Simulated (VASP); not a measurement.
# Zn (Fm-3m) in VASP: notebook, part 2 of 2

VASP 6.6.1. Earlier steps stand in the parts before.

## Step 3: Relaxation of cell and atoms, PBEsol, target pressure 20 GPa, at which the enthalpy is minimised

File INCAR:

```
SYSTEM = Zn
PREC = Accurate
ENCUT = 600
EDIFF = 1E-6
ISMEAR = -1
SIGMA = 0.05
LREAL = .False.
LASPH = .True.
NELM = 80
ALGO = Fast
ISIF = 3
LWAVE = .False.
LCHARG = .False.
GGA = PS
IBRION = 2
NSW = 60
EDIFFG = -0.01
PSTRESS = 200.0
```

File KPOINTS:

```
Automatic mesh
0
Gamma
  12 12 12
  0 0 0
```

File POSCAR:

```
Zn
1.0
    0.0000000000      1.9647760000      1.9647760000
    1.9647760000      0.0000000000      1.9647760000
    1.9647760000      1.9647760000      0.0000000000
Zn
1
Direct
    0.0000000000      0.0000000000      0.0000000000
```

Potentials or basis: VASP PAW PBE potentials, release 64 (Zn).

The run is started by

```console
$ cat potpaw_PBE.64/Zn/POTCAR > POTCAR
$ mpirun -np 1 vasp_std > vasp.out
```

OUTCAR:

```text
SYSTEM = Zn
   PREC = Accurate
   ENCUT = 600
   EDIFF = 1E-6
   ISMEAR = -1
   LREAL = .False.
   LASPH = .True.
   NELM = 80
   ISIF = 3
   GGA = PS
   IBRION = 2
   NSW = 60
   EDIFFG = -0.01
   PSTRESS = 200.0

 ion  position               nearest neighbor table
   1  0.000  0.000  0.000-

  LATTYP: Found a face centered cubic cell.
 ALAT       =     3.9295520000

  Lattice vectors:

 A1 = (   0.0000000000,   1.9647760000,   1.9647760000)
 A2 = (   1.9647760000,   0.0000000000,   1.9647760000)
 A3 = (   1.9647760000,   1.9647760000,   0.0000000000)

Analysis of symmetry for initial positions (statically):
=====================================================================
 Subroutine PRICEL returns:
 Original cell was already a primitive cell.

 Routine SETGRP: Setting up the symmetry group for a
 face centered cubic supercell.

 Subroutine GETGRP returns: Found 48 space group operations
 (whereof 48 operations were pure point group operations)
 out of a pool of 48 trial point group operations.

The static configuration has the point symmetry O_h .

Analysis of symmetry for dynamics (positions and initial velocities):
=====================================================================
 Subroutine PRICEL returns:
[... 163 lines left out ...]
  --------------------------------------------------------------------------------------
  -------------------------------------------------------------------------------------
  Total       -0.4653757     -0.4653757     -0.4653757     -0.0000000     -0.0000000      0.0000000
  in kB      -49.1524434    -49.1524434    -49.1524434     -0.0000000     -0.0000000      0.0000000
  external PRESSURE =    -249.1524434 kB  Pullay stress =     200.0000000 kB
[... 24 lines left out ...]
--------------------------------------- Ionic step        2  -------------------------------------------

 number of electron      11.9999998 magnetization

 E-fermi :   6.3626     XC(G=0): -13.7819

 val. band max:        6.2929368647   @ k =  -0.3333   0.5000   0.1667
 cond. band min:       6.4531585012   @ k =  -0.4167   0.2500   0.0000
 fundamental gap:      0.1602216365
 Fermi energy:         6.3625824537

 k-point     1 :       0.0000    0.0000    0.0000
  band No.  band energies     occupation
      1      -7.7186      2.00000
      2      -2.8818      2.00000
      3      -2.8818      2.00000
      4      -2.8818      2.00000
      5      -2.1369      2.00000
      6      -2.1369      2.00000
      7      27.7640      0.00000
      8      29.7573      0.00000
      9      29.7573      0.00000
     10      29.7573      0.00000
[... 446 lines left out ...]
--------------------------------------- Ionic step        6  -------------------------------------------

 number of electron      11.9999997 magnetization

 Free energy of the ion-electron system (eV)
  ---------------------------------------------------
  ext. energy  EPLUGINS =         0.00000000
  ---------------------------------------------------
  free energy    TOTEN  =        -1.45033442 eV

  energy without entropy =       -1.44883351  energy(sigma->0) =       -1.44958396

 E-fermi :   4.7752     XC(G=0): -12.9307

 val. band max:        4.7686863514   @ k =  -0.4167   0.2500   0.0000
 cond. band min:       4.9290635201   @ k =  -0.4167   0.0833   0.0000
 fundamental gap:      0.1603771687
 Fermi energy:         4.7751815696

 k-point     1 :       0.0000    0.0000    0.0000
  band No.  band energies     occupation
      1      -7.6397      2.00000
      2      -3.6470      2.00000
      3      -3.6470      2.00000
      4      -3.6470      2.00000
      5      -3.0710      2.00000
      6      -3.0710      2.00000
      7      25.2550      0.00000
      8      26.1098      0.00000
      9      26.1098      0.00000
     10      26.1098      0.00000
[... 331 lines left out ...]
  energy  without entropy=       -1.4488335051  energy(sigma->0) =       -1.44958396

  enthalpy is  TOTEN    =         0.0709410020 eV   P V=        1.5212754171

 reached required accuracy - stopping structural energy minimisation
```

OSZICAR:

```text
N       E                     dE             d eps       ncg     rms          rms(c)
DAV:   1     0.371759398290E+02    0.37176E+02   -0.76018E+03  1440   0.209E+03
DAV:   2    -0.959294163931E+00   -0.38135E+02   -0.36381E+02  1450   0.216E+02
DAV:   3    -0.167462018250E+01   -0.71533E+00   -0.71407E+00  1642   0.322E+01
[... 48 lines left out ...]
RMM:   2    -0.145135841368E+01    0.81397E-02   -0.18219E-02  1441   0.226E+00    0.223E-01
RMM:   3    -0.145068111514E+01    0.67730E-03   -0.43510E-04  1440   0.357E-01    0.128E-01
RMM:   4    -0.145033974965E+01    0.34137E-03   -0.13812E-04  1440   0.131E-01    0.182E-02
RMM:   5    -0.145033439884E+01    0.53508E-05   -0.47166E-05  1440   0.126E-01    0.875E-03
RMM:   6    -0.145033441507E+01   -0.16225E-07   -0.13830E-06   976   0.147E-02
   6 F= 0.70941002E-01 E0= 0.71691457E-01  d E =-.189205E-03
```

Wall time 37 s (1 thread of Intel Xeon Platinum 8259CL at 2.50GHz (Skylake/Cascade Lake), shared host); peak memory 0.15 GiB.

Results:

```yaml
Free_energy: -1.4503 eV
Relaxed_volume: 12.19 Å³/atom
Relaxed_cell: a = 2.583 Å, b = 2.583 Å, c = 2.583 Å, α = 60.00°, β = 60.00°, γ = 60.00°
Space_group_after_relaxing_to_0.05_Å: Fm-3m (No. 225)
Energy_change_on_relaxing_the_enthalpy_is_what_falls: +86.5 meV/atom
Ionic_steps: 6
Pressure_after_relaxing: 20.0 GPa
Band_gap_on_the_k_mesh: zero (band 6 reaches 7.05 eV, above the bottom of band 7 at 3.69 eV)
```

The path:
| step | energy change (eV) | largest force (eV/Å) | pressure (GPa) | volume (Å³) |
| --- | --- | --- | --- | --- |
| 1 | 0.0000 | 0.0000 | -4.92 | 15.17 |
| 2 | 0.4463 | 0.0000 | 54.95 | 10.56 |
| 3 | 0.0836 | 0.0000 | 19.19 | 12.21 |
| 4 | 0.0904 | 0.0000 | 19.86 | 12.16 |
| 5 | 0.0975 | 0.0000 | 20.71 | 12.10 |
| 6 | 0.0865 | 0.0000 | 20.00 | 12.19 |

Final structure:
```
Zn
1.0
     0.00000    1.82650    1.82650
     1.82650    0.00000    1.82650
     1.82650    1.82650    0.00000
Zn
1
Direct
  0.00000 0.00000 0.00000
```

Caveat: the cell is relaxed towards a set pressure, so the enthalpy falls and the energy may rise; the volume moved by over 15 % at a fixed basis, so the end points are rough; the PAW data sets were made with another functional, which shifts forces and pressure a little.

## Step 4: Relaxation of cell and atoms, PBEsol, target pressure 30 GPa, at which the enthalpy is minimised

File INCAR:

```
ALGO     = Normal         # electronic algorithm
EDIFF    = 1E-6           # SCF threshold, eV
EDIFFG   = -0.01          # ionic threshold
ENCUT    = 600            # plane-wave cutoff, eV
GGA      = PS             # functional
IBRION   = 2              # ionic algorithm
ISIF     = 3              # what is computed and relaxed
ISMEAR   = -1             # smearing method
LASPH    = True           # aspherical terms in the spheres
LCHARG   = False          # write CHGCAR
LREAL    = False          # projectors in reciprocal space
LWAVE    = False          # write WAVECAR
NELM     = 60             # most SCF steps
NSW      = 60             # ionic steps
PREC     = Accurate       # precision mode
PSTRESS  = 300.0        
SIGMA    = 0.05           # smearing width, eV
```

File KPOINTS:

```
k-points
0
Gamma
  12 12 12
```

POSCAR is that of step 3.

Potentials or basis: VASP PAW PBE potentials, release 64 (Zn).

The run is started by

```console
$ cat potpaw_PBE.64/Zn/POTCAR > POTCAR
$ mpirun -np 1 vasp_std > vasp.out
```

OUTCAR:

```text
EDIFF = 1E-6
   EDIFFG = -0.01
   ENCUT = 600
   GGA = PS
   IBRION = 2
   ISIF = 3
   ISMEAR = -1
   LASPH = True
   LREAL = False
   NELM = 60
   NSW = 60
   PREC = Accurate
   PSTRESS = 300.0

 ion  position               nearest neighbor table
   1  0.000  0.000  0.000-

  LATTYP: Found a face centered cubic cell.
 ALAT       =     3.9295520000

  Lattice vectors:

 A1 = (   0.0000000000,   1.9647760000,   1.9647760000)
 A2 = (   1.9647760000,   0.0000000000,   1.9647760000)
 A3 = (   1.9647760000,   1.9647760000,   0.0000000000)

Analysis of symmetry for initial positions (statically):
=====================================================================
 Subroutine PRICEL returns:
 Original cell was already a primitive cell.

 Routine SETGRP: Setting up the symmetry group for a
 face centered cubic supercell.

 Subroutine GETGRP returns: Found 48 space group operations
 (whereof 48 operations were pure point group operations)
 out of a pool of 48 trial point group operations.

The static configuration has the point symmetry O_h .

Analysis of symmetry for dynamics (positions and initial velocities):
[... 164 lines left out ...]
  --------------------------------------------------------------------------------------
  -------------------------------------------------------------------------------------
  Total       -0.4659501     -0.4659501     -0.4659501     -0.0000000      0.0000000     -0.0000000
  in kB      -49.2131162    -49.2131162    -49.2131162     -0.0000000      0.0000000     -0.0000000
  external PRESSURE =    -349.2131162 kB  Pullay stress =     300.0000000 kB
[... 24 lines left out ...]
--------------------------------------- Ionic step        2  -------------------------------------------

 number of electron      11.9999999 magnetization

 E-fermi :   8.3461     XC(G=0): -14.7868

 val. band max:        8.1032100068   @ k =   0.5000   0.0833   0.0000
 cond. band min:       8.3466823738   @ k =  -0.3333   0.4167   0.1667
 fundamental gap:      0.2434723670
 Fermi energy:         8.3460616128

 k-point     1 :       0.0000    0.0000    0.0000
  band No.  band energies     occupation
      1      -7.7460      2.00000
      2      -1.9481      2.00000
      3      -1.9481      2.00000
      4      -1.9481      2.00000
      5      -0.9651      2.00000
      6      -0.9651      2.00000
      7      30.8059      0.00000
      8      34.1646      0.00000
      9      34.1646      0.00000
     10      34.1646      0.00000
[... 483 lines left out ...]
--------------------------------------- Ionic step        7  -------------------------------------------

 number of electron      12.0000003 magnetization

 Free energy of the ion-electron system (eV)
  ---------------------------------------------------
  ext. energy  EPLUGINS =         0.00000000
  ---------------------------------------------------
  free energy    TOTEN  =        -1.35786061 eV

  energy without entropy =       -1.35611805  energy(sigma->0) =       -1.35698933

 E-fermi :   5.3304     XC(G=0): -13.2250

 val. band max:        5.1137428142   @ k =  -0.4167   0.1667   0.0000
 cond. band min:       5.3339710800   @ k =  -0.4167   0.2500   0.0000
 fundamental gap:      0.2202282658
 Fermi energy:         5.3304070165

 k-point     1 :       0.0000    0.0000    0.0000
  band No.  band energies     occupation
      1      -7.6720      2.00000
      2      -3.3835      2.00000
      3      -3.3835      2.00000
      4      -3.3835      2.00000
      5      -2.7523      2.00000
      6      -2.7523      2.00000
      7      26.1152      0.00000
      8      27.3604      0.00000
      9      27.3604      0.00000
     10      27.3604      0.00000
[... 331 lines left out ...]
  energy  without entropy=       -1.3561180537  energy(sigma->0) =       -1.35698933

  enthalpy is  TOTEN    =         0.8114185679 eV   P V=        2.1692791731

 reached required accuracy - stopping structural energy minimisation
```

OSZICAR:

```text
N       E                     dE             d eps       ncg     rms          rms(c)
DAV:   1     0.371759398290E+02    0.37176E+02   -0.76018E+03  1440   0.209E+03
DAV:   2    -0.959294163931E+00   -0.38135E+02   -0.36381E+02  1450   0.216E+02
DAV:   3    -0.167462018250E+01   -0.71533E+00   -0.71407E+00  1642   0.322E+01
[... 52 lines left out ...]
DAV:   1    -0.135983584946E+01    0.51608E-02   -0.25001E-02  1614   0.351E+00    0.313E-01
DAV:   2    -0.135809224564E+01    0.17436E-02   -0.87303E-03  1604   0.219E+00    0.103E-01
DAV:   3    -0.135792856502E+01    0.16368E-03   -0.88160E-05  1560   0.188E-01    0.564E-02
DAV:   4    -0.135786072304E+01    0.67842E-04   -0.24077E-05  1932   0.875E-02    0.256E-03
DAV:   5    -0.135786060516E+01    0.11788E-06   -0.55520E-07   914   0.939E-03
   7 F= 0.81141857E+00 E0= 0.81228984E+00  d E =-.476224E-04
```

CONTCAR:

```text
Zn
   1.00000000000000
    -0.0000000000000000    1.7959390469532832    1.7959390469532832
     1.7959390469532832   -0.0000000000000000    1.7959390469532832
     1.7959390469532832    1.7959390469532832    0.0000000000000000
  Zn
     1
Direct
     0.0000000000000000    0.0000000000000000    0.0000000000000000

  0.00000000E+00  0.00000000E+00  0.00000000E+00
```

Run time: 39 s. Hardware: 1 thread of Intel Xeon Platinum 8259CL at 2.50GHz (Skylake/Cascade Lake), shared host; peak memory 0.15 GiB.

What came out:

- Free energy: -1.3579 eV
- Relaxed volume: 11.59 Å³/atom
- Relaxed cell: a = 2.540 Å, b = 2.540 Å, c = 2.540 Å, α = 60.00°, β = 60.00°, γ = 60.00°
- Space group after relaxing (to 0.05 Å): Fm-3m (No. 225)
- Energy change on relaxing (the enthalpy is what falls): +178.9 meV/atom
- Ionic steps: 7
- Pressure after relaxing: 30.0 GPa
- Band gap on the k mesh: zero (band 6 reaches 7.57 eV, above the bottom of band 7 at 4.27 eV)

The path:
| step | energy change (eV) | largest force (eV/Å) | pressure (GPa) | volume (Å³) |
| --- | --- | --- | --- | --- |
| 1 | 0.0000 | 0.0000 | -4.92 | 15.17 |
| 2 | 1.2824 | 0.0000 | 126.24 | 9.01 |
| 3 | 0.1521 | 0.0000 | 27.08 | 11.74 |
| 4 | 0.1720 | 0.0000 | 29.36 | 11.62 |
| 5 | 0.1840 | 0.0000 | 30.60 | 11.56 |
| 6 | 0.1718 | 0.0000 | 29.31 | 11.62 |
| 7 | 0.1789 | 0.0000 | 30.05 | 11.59 |

Final structure:
```
Zn
1.0
     0.00000    1.79594    1.79594
     1.79594    0.00000    1.79594
     1.79594    1.79594    0.00000
Zn
1
Cartesian
  0.0000 0.0000 0.0000
```

Caveat: the cell is relaxed towards a set pressure, so the enthalpy falls and the energy may rise; the volume moved by over 15 % at a fixed basis, so the end points are rough; the PAW data sets were made with another functional, which shifts forces and pressure a little.

## Step 5: Summary

```csv
cell,gap on the mesh (eV),pressure (GPa)
relaxed to 10 GPa,none,10.0
relaxed to 20 GPa,none,20.0
relaxed to 30 GPa,none,30.0
```

Alike in all rows: task relaxation of cell and atoms; level PBEsol; potentials or basis VASP PAW PBE potentials, release 64 (Zn); no spin polarisation; k mesh 12 × 12 × 12; cutoff (eV) 600; smearing fermi-dirac 0.05 eV.

Caveats: the cell is relaxed towards a set pressure, so the enthalpy falls and the energy may rise; the PAW data sets were made with another functional, which shifts forces and pressure a little; the volume moved by over 15 % at a fixed basis, so the end points are rough (some runs).

Total energies depend on the potentials used, so only differences within one code and one set of settings carry meaning.
